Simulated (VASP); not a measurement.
The system is KHf3.

```
K Hf
1.0
     4.53353    0.00000    0.00000
     0.00000    4.53353    0.00000
     0.00000    0.00000    4.53353
K Hf
1 3
Direct
  0.00000 0.00000 0.00000
  0.00000 0.50000 0.50000
  0.50000 0.00000 0.50000
  0.50000 0.50000 0.00000
```

```yaml
Program: VASP 6.6.1
Task: relaxation of cell and atoms
Functional: PBE
Potentials_or_basis: VASP PAW PBE potentials, release 64 (K_sv, Hf_pv)
Cutoff: 600 eV
k_mesh: 4 × 4 × 4
Occupations: gaussian, width 0.1 eV
Spin: no spin polarisation
```

At the start: pressure 5.2 GPa; volume 23.29 Å³/atom.

Problem. How do energy, volume and symmetry change on relaxing?

Solution. Over 3 steps the energy falls by 26.9 meV/atom and the volume is 25.05 Å³/atom (+7.5 %); space group Pm-3m (No. 221, to 0.05 Å).

The path:
| step | energy change (eV) | largest force (eV/Å) | pressure (GPa) | volume (Å³) |
| --- | --- | --- | --- | --- |
| 1 | 0.0000 | 0.0000 | 5.18 | 93.18 |
| 2 | -0.0846 | 0.0000 | -2.04 | 103.70 |
| 3 | -0.1075 | 0.0000 | 0.01 | 100.19 |

Final structure:
```
CELL_PARAMETERS angstrom
4.64453 0.00000 0.00000
0.00000 4.64453 0.00000
0.00000 0.00000 4.64453
ATOMIC_POSITIONS crystal
K 0.00000 0.00000 0.00000
Hf 0.00000 0.50000 0.50000
Hf 0.50000 0.00000 0.50000
Hf 0.50000 0.50000 0.00000
```
